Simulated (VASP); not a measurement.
# ZnO (P6_3mc) in VASP: single point with PBE-based global hybrid with 50 % exact exchange

Aim: the single point of ZnO with PBE-based global hybrid with 50 % exact exchange.

Program: VASP 6.6.1. These are calculated values, not measurements. Logs are shortened: lines on timing, memory, paths and dates and some standing lists are left out, and cuts for length are marked.

## (1) The cell of the first run

The structure is hexagonal, space group P6_3mc (No. 186). Conventional cell: a = 3.242 Å, b = 3.242 Å, c = 5.228 Å, α = 90.00°, β = 90.00°, γ = 120.00°. Zn (site symmetry 3m) has 4 O at 1.98 Å within 2.6 Å. Within 2.6 Å of O (site symmetry 3m) lie 4 Zn at 1.98 Å.

## (2) Single point, PBE-based global hybrid with 50 % exact exchange

POSCAR

```
ZnO
1.0
    3.2419811878      0.0000000000      0.0000000000
   -1.6209905939      2.8076380673      0.0000000000
    0.0000000000      0.0000000000      5.2276401338
Zn O
2 2
Direct
    0.3333333333      0.6666666667      0.0014489149
    0.6666666667      0.3333333333      0.5014489149
    0.3333333333      0.6666666667      0.3806510851
    0.6666666667      0.3333333333      0.8806510851
```

INCAR.step1

```
PREC = Accurate
ENCUT = 1000
EDIFF = 1E-5
ISMEAR = 0
SIGMA = 0.05
LREAL = F
LASPH = T
NELM = 120
ALGO = Normal
ISIF = 2
LWAVE = T
LCHARG = F
GGA = PE
NBANDS = 26
GGA_COMPAT = F
```

INCAR.step2

```
PREC = Accurate
ENCUT = 1000
EDIFF = 1E-6
ISMEAR = 0
SIGMA = 0.05
LREAL = F
LASPH = T
NELM = 120
ALGO = Normal
ISIF = 2
LWAVE = F
LCHARG = F
GGA = PE
LHFCALC = T
AEXX = 0.5
PRECFOCK = Normal
ISTART = 1
NBANDS = 26
GGA_COMPAT = F
```

KPOINTS

```
regular mesh
0
Gamma
  4 4 4
```

Potentials or basis: VASP PAW PBE potentials, release 64 (Zn, O_h).

Run with:

```sh
> cat potpaw_PBE.64/Zn/POTCAR potpaw_PBE.64/O_h/POTCAR > POTCAR
> cp INCAR.step1 INCAR
> mpirun -np 1 vasp_std > vasp.out
> cp INCAR.step2 INCAR
> mpirun -np 1 vasp_std > vasp.out
```

OUTCAR:

```text
PREC = Accurate
   ENCUT = 1000
   EDIFF = 1E-6
   ISMEAR = 0
   LREAL = F
   LASPH = T
   NELM = 120
   ISIF = 2
   GGA = PE
   LHFCALC = T
   AEXX = 0.5
   PRECFOCK = Normal
   ISTART = 1

 ion  position               nearest neighbor table
   1  0.333  0.667  0.001-   4 1.98   4 1.98   4 1.98   3 1.98
   2  0.667  0.333  0.501-   3 1.98   3 1.98   3 1.98   4 1.98
   3  0.333  0.667  0.381-   2 1.98   2 1.98   2 1.98   1 1.98
   4  0.667  0.333  0.881-   1 1.98   1 1.98   1 1.98   2 1.98

  LATTYP: Found a hexagonal cell.
 ALAT       =     3.2419811878
 C/A-ratio  =     1.6124831796

  Lattice vectors:

 A1 = (   3.2419811878,   0.0000000000,   0.0000000000)
 A2 = (  -1.6209905939,   2.8076380673,   0.0000000000)
 A3 = (   0.0000000000,   0.0000000000,   5.2276401338)

Analysis of symmetry for initial positions (statically):
=====================================================================
 Subroutine PRICEL returns:
 Original cell was already a primitive cell.

 Routine SETGRP: Setting up the symmetry group for a
 hexagonal supercell.

 Subroutine GETGRP returns: Found 12 space group operations
 (whereof  6 operations were pure point group operations)
 out of a pool of 24 trial point group operations.

The static configuration has the point symmetry C_3v.
 The point group associated with its full space group is C_6v.

Analysis of symmetry for dynamics (positions and initial velocities):
=====================================================================
 Subroutine PRICEL returns:
 Original cell was already a primitive cell.

 Routine SETGRP: Setting up the symmetry group for a
 hexagonal supercell.

 Subroutine GETGRP returns: Found 12 space group operations
 (whereof  6 operations were pure point group operations)
 out of a pool of 24 trial point group operations.

The dynamic configuration has the point symmetry C_3v.
 The point group associated with its full space group is C_6v.

 Subroutine INISYM returns: Found 12 space group operations
 (whereof  6 operations are pure point group operations),
 and found     1 'primitive' translations

----------------------------------------------------------------------------------------

                                     Primitive cell

  volume of cell :      47.5836

  direct lattice vectors                    reciprocal lattice vectors
     3.241981188  0.000000000  0.000000000     0.308453363  0.178085632  0.000000000
    -1.620990594  2.807638067  0.000000000     0.000000000  0.356171264  0.000000000
     0.000000000  0.000000000  5.227640134     0.000000000  0.000000000  0.191290903

  length of vectors
     3.241981188  3.241981188  5.227640134     0.356171264  0.356171264  0.191290903

  position of ions in fractional coordinates (direct lattice)
     0.333333333  0.666666667  0.001448915
     0.666666667  0.333333333  0.501448915
     0.333333333  0.666666667  0.380651085
     0.666666667  0.333333333  0.880651085

  ion indices of the primitive-cell ions
   primitive index   ion index
                 1           1
                 2           2
                 3           3
                 4           4

----------------------------------------------------------------------------------------

 KPOINTS: regular mesh

Automatic generation of k-mesh.
 Grid dimensions read from file:
 generate k-points for:    4    4    4

 Generating k-lattice:

  Cartesian coordinates                     Fractional coordinates (reciprocal lattice)
     0.077113341  0.044521408  0.000000000     0.250000000  0.000000000  0.000000000
     0.000000000  0.089042816  0.000000000     0.000000000  0.250000000  0.000000000
     0.000000000  0.000000000  0.047822726     0.000000000  0.000000000  0.250000000

  Length of vectors
     0.089042816  0.089042816  0.047822726

  Shift w.r.t. Gamma in fractional coordinates (k-lattice)
     0.000000000  0.000000000  0.000000000

 Subroutine IBZKPT returns following result:
 ===========================================

 Found     12 irreducible k-points:

 Following reciprocal coordinates:
            Coordinates               Weight
  0.000000  0.000000  0.000000      1.000000
  0.250000 -0.000000  0.000000      6.000000
  0.500000 -0.000000  0.000000      3.000000
  0.250000  0.250000  0.000000      6.000000
  0.000000  0.000000  0.250000      2.000000
  0.250000 -0.000000  0.250000     12.000000
  0.500000 -0.000000  0.250000      6.000000
  0.250000  0.250000  0.250000     12.000000
  0.000000  0.000000  0.500000      1.000000
  0.250000 -0.000000  0.500000      6.000000
  0.500000 -0.000000  0.500000      3.000000
  0.250000  0.250000  0.500000      6.000000
   k-points           NKPTS =     12   k-points in BZ     NKDIM =     64   number of bands    NBANDS=     26
   number of dos      NEDOS =    301   number of ions     NIONS =      4
   total plane-waves  NPLWV =  69984
   dimension x,y,z NGX =    36 NGY =   36 NGZ =   54
   dimension x,y,z NGXF=    72 NGYF=   72 NGZF=  108
   ions per type =               2   2
   NGX,Y,Z   is equivalent  to a cutoff of  18.46, 18.46, 17.17 a.u.
   NGXF,Y,Z  is equivalent  to a cutoff of  36.92, 36.92, 34.35 a.u.
 SYSTEM =  unknown system
   PREC   = accura    normal or accurate (medium, high low for compatibility)
   ISTART =      1    job   : 0-new  1-cont  2-samecut
   ICHARG =      0    charge: 1-file 2-atom 10-const
   ISPIN  =      1    spin polarized calculation?
   LNONCOLLINEAR =      F non collinear calculations
   LSORBIT =      F    spin-orbit coupling
   LASPH  =      T    aspherical Exc in radial PAW
   ENCUT  = 1000.0 eV  73.50 Ry    8.57 a.u.   8.36  8.36 13.48*2*pi/ulx,y,z
   NELM   =    120;   NELMIN=  2; NELMDL=  0     # of ELM steps
   EDIFF  = 0.1E-05   stopping-criterion for ELM
   LREAL  =      F    real-space projection
   EDIFFG = 0.1E-04   stopping-criterion for IOM
   NSW    =      0    number of steps for IOM
   IBRION =     -1    ionic relax: 0-MD 1-quasi-New 2-CG
   NFREE  =      0    steps in history (QN), initial steepest desc. (CG)
   ISIF   =      2    stress and relaxation
   ISYM   =      3    0-nonsym 1-usesym 2-fastsym
   POTIM  = 0.5000    time-step for ionic-motion
   TEBEG  =    0.0;   TEEND  =   0.0 temperature during run
   PSTRESS=    0.0 pullay stress
   NELECT =      36.0000    total number of electrons
   NUPDOWN=      -1.0000    fix difference up-down
   EMIN   =  10.00;   EMAX   =-10.00  energy-range for DOS
   EFERMI =   0.00;   METHOD = LEGACY
   ISMEAR =     0;   SIGMA  =   0.05  broadening in eV -4-tet -1-fermi 0-gaus
   EFERMI_NEDOS =   21; number of points for ismear=-14 and -15
   IALGO  =     38    algorithm
   IMIX   =      1    mixing-type and parameters
     AMIX     =   0.40;   BMIX     =  1.00
     AMIX_MAG =   1.60;   BMIX_MAG =  1.00
  volume/ion in A,a.u.               =      11.90        80.28
  Fermi-wavevector in a.u.,A,eV,Ry     =   1.491729  2.818959 30.276433  2.225255
  Thomas-Fermi vector in A             =   2.604347
   LORBIT       =      0    0 simple, 1 ext, 2 COOP (PROOUT), +10 PAW based schemes
   GGA     = PE    functional components
   LHFCALC =     T    Hartree Fock is set to
   PRECFOCK=normal    Normal, Fast or Accurate (Low or Medium for compatibility)
   ENCUT4O =  -1.0   cutoff for four orbital integrals eV
   NKREDX  =     1    reduce k-point grid by
   NKREDY  =     1    reduce k-point grid by
   NKREDZ  =     1    reduce k-point grid by
   AEXX    =    0.5000 exact exchange contribution
   HFSCREEN=    0.0000 screening length (either q_TF or 0.3 A-1)
   HFSCREENC=   0.0000 screening length for correlation (either q_TF or 0.3 A-1)
   ENCUTFOCK=  -1.0 apply spherical cutoff to Coloumb kernel
   IVDW    =     0    specifies the selected vdW correction
   LEPSILON=     F    determine dielectric tensor
   LRPA    =     F    only Hartree local field effects (RPA)
 non-spin polarized calculation
 Gauss-broadening in eV      SIGMA  =   0.05
  energy-cutoff  :     1000.00
  volume of cell :       47.58
 maximum number of plane-waves:      3435
 NGX is ok and might be reduce to    36
  NGX = 28; NGY = 28; NGZ = 42

 number of electron      36.0000001 magnetization

 Free energy of the ion-electron system (eV)
  ---------------------------------------------------
  ext. energy  EPLUGINS =         0.00000000
  ---------------------------------------------------
  free energy    TOTEN  =       -30.39076731 eV

  energy without entropy =      -30.39076731  energy(sigma->0) =      -30.39076731

 E-fermi :  -1.6347     XC(G=0):  -6.1895

 val. band max:       -1.8793511135   @ k =   0.0000   0.0000   0.0000
 cond. band min:       3.9092149306   @ k =   0.0000   0.0000   0.0000
 fundamental gap:      5.7885660441
 Fermi energy:        -1.6347390566

 k-point     1 :       0.0000    0.0000    0.0000
  band No.  band energies     occupation
      1     -22.7695      2.00000
      2     -22.0020      2.00000
      3      -9.5479      2.00000
      4      -9.5479      2.00000
      5      -9.5188      2.00000
      6      -9.3548      2.00000
[... 18 lines left out ...]
     25      18.4309      0.00000
     26      18.4309      0.00000

 k-point     2 :       0.2500   -0.0000    0.0000
  band No.  band energies     occupation
      1     -22.4439      2.00000
      2     -21.8736      2.00000
      3      -9.5738      2.00000
      4      -9.3943      2.00000
      5      -9.3772      2.00000
      6      -9.1967      2.00000
[... 18 lines left out ...]
     25      17.5384      0.00000
     26      18.4484      0.00000

 k-point     3 :       0.5000   -0.0000    0.0000
  band No.  band energies     occupation
      1     -22.0389      2.00000
      2     -21.8045      2.00000
      3      -9.5354      2.00000
      4      -9.3007      2.00000
      5      -9.0741      2.00000
      6      -8.9236      2.00000
[... 18 lines left out ...]
     25      17.0891      0.00000
     26      18.8073      0.00000

 k-point     4 :       0.2500    0.2500    0.0000
  band No.  band energies     occupation
      1     -22.0494      2.00000
      2     -21.7992      2.00000
      3      -9.4914      2.00000
      4      -9.2419      2.00000
      5      -9.0278      2.00000
      6      -8.9669      2.00000
[... 18 lines left out ...]
     25      15.4785      0.00000
     26      18.5256      0.00000

 k-point     5 :       0.0000    0.0000    0.2500
  band No.  band energies     occupation
      1     -22.6611      2.00000
      2     -22.1184      2.00000
      3      -9.5369      2.00000
      4      -9.5314      2.00000
      5      -9.5314      2.00000
      6      -9.3956      2.00000
[... 18 lines left out ...]
     25      17.9056      0.00000
     26      17.9056      0.00000

 k-point     6 :       0.2500   -0.0000    0.2500
  band No.  band energies     occupation
      1     -22.3601      2.00000
      2     -21.9564      2.00000
      3      -9.5807      2.00000
      4      -9.4248      2.00000
      5      -9.3599      2.00000
      6      -9.2335      2.00000
[... 18 lines left out ...]
     25      17.5307      0.00000
     26      18.1617      0.00000

 k-point     7 :       0.5000   -0.0000    0.2500
  band No.  band energies     occupation
      1     -21.9998      2.00000
      2     -21.8337      2.00000
      3      -9.5613      2.00000
      4      -9.2868      2.00000
      5      -9.2364      2.00000
      6      -8.9136      2.00000
[... 18 lines left out ...]
     25      17.3332      0.00000
     26      18.5454      0.00000

 k-point     8 :       0.2500    0.2500    0.2500
  band No.  band energies     occupation
      1     -22.0082      2.00000
      2     -21.8309      2.00000
      3      -9.4400      2.00000
      4      -9.3134      2.00000
      5      -9.1006      2.00000
      6      -9.0323      2.00000
[... 18 lines left out ...]
     25      16.4334      0.00000
     26      19.4613      0.00000

 k-point     9 :       0.0000    0.0000    0.5000
  band No.  band energies     occupation
      1     -22.3938      2.00000
      2     -22.3938      2.00000
      3      -9.4754      2.00000
      4      -9.4754      2.00000
      5      -9.4754      2.00000
      6      -9.4754      2.00000
[... 18 lines left out ...]
     25      17.1813      0.00000
     26      17.1813      0.00000

 k-point    10 :       0.2500   -0.0000    0.5000
  band No.  band energies     occupation
      1     -22.1578      2.00000
      2     -22.1578      2.00000
      3      -9.5380      2.00000
      4      -9.5380      2.00000
      5      -9.2648      2.00000
      6      -9.2648      2.00000
[... 18 lines left out ...]
     25      17.7195      0.00000
     26      17.7195      0.00000

 k-point    11 :       0.5000   -0.0000    0.5000
  band No.  band energies     occupation
      1     -21.9118      2.00000
      2     -21.9118      2.00000
      3      -9.5252      2.00000
      4      -9.5251      2.00000
      5      -9.0673      2.00000
      6      -9.0673      2.00000
[... 18 lines left out ...]
     25      17.9304      0.00000
     26      17.9304      0.00000

 k-point    12 :       0.2500    0.2500    0.5000
  band No.  band energies     occupation
      1     -21.9147      2.00000
      2     -21.9147      2.00000
      3      -9.3876      2.00000
      4      -9.3876      2.00000
      5      -9.1268      2.00000
      6      -9.1268      2.00000
[... 18 lines left out ...]
     25      18.2597      0.00000
     26      18.2597      0.00000

------------------------ aborting loop because EDIFF is reached ----------------------------------------

  FORCE on cell =-STRESS in cart. coord.  units (eV):
  Direction    XX          YY          ZZ          XY          YZ          ZX
  --------------------------------------------------------------------------------------
  -------------------------------------------------------------------------------------
  Total       -0.7064494     -0.7064494     -0.9208865     -0.0000000      0.0000000      0.0000000
  in kB      -23.7867099    -23.7867099    -31.0069755     -0.0000000      0.0000000      0.0000000
  external PRESSURE =     -26.1934651 kB  Pullay stress =       0.0000000 kB

 VOLUME and BASIS-vectors are now :
 -----------------------------------------------------------------------------
  energy-cutoff  :     1000.00
  volume of cell :       47.58
      direct lattice vectors                 reciprocal lattice vectors
     3.241981188  0.000000000  0.000000000     0.308453363  0.178085632  0.000000000
    -1.620990594  2.807638067  0.000000000     0.000000000  0.356171264  0.000000000
     0.000000000  0.000000000  5.227640134     0.000000000  0.000000000  0.191290903

 POSITION                                       TOTAL-FORCE (eV/Angst)
 -----------------------------------------------------------------------------------
     -0.00000      1.87176      0.00757         0.000000      0.000000     -0.020328
      1.62099      0.93588      2.62139        -0.000000     -0.000000     -0.020328
     -0.00000      1.87176      1.98991        -0.000000      0.000000      0.020328
      1.62099      0.93588      4.60373         0.000000     -0.000000      0.020328
 -----------------------------------------------------------------------------------
    total drift:                                0.000001     -0.000003     -0.001161

  FREE ENERGIE OF THE ION-ELECTRON SYSTEM (eV)
  ---------------------------------------------------
  free  energy   TOTEN  =       -30.3907673055 eV

  energy  without entropy=      -30.3907673055  energy(sigma->0) =      -30.39076731
```

Wall time 2 h (1 thread of AMD EPYC 7R43 (Zen 3), shared host); peak memory 0.27 GiB.

Results:

```
Free energy            : -30.3908 eV
Pressure               : -2.6 GPa
Largest force          : 0.020 eV/Å
Band gap on the k mesh : 5.79 eV
```

Forces in eV/Å, atoms in the order of the input:
```
Zn   0.000  0.000 -0.020
Zn   0.000  0.000 -0.020
O    0.000  0.000  0.020
O    0.000  0.000  0.020
```

Caveat: the k points lie up to 0.56 Å⁻¹ apart; the PAW data sets were made with another functional, which shifts forces and pressure a little.
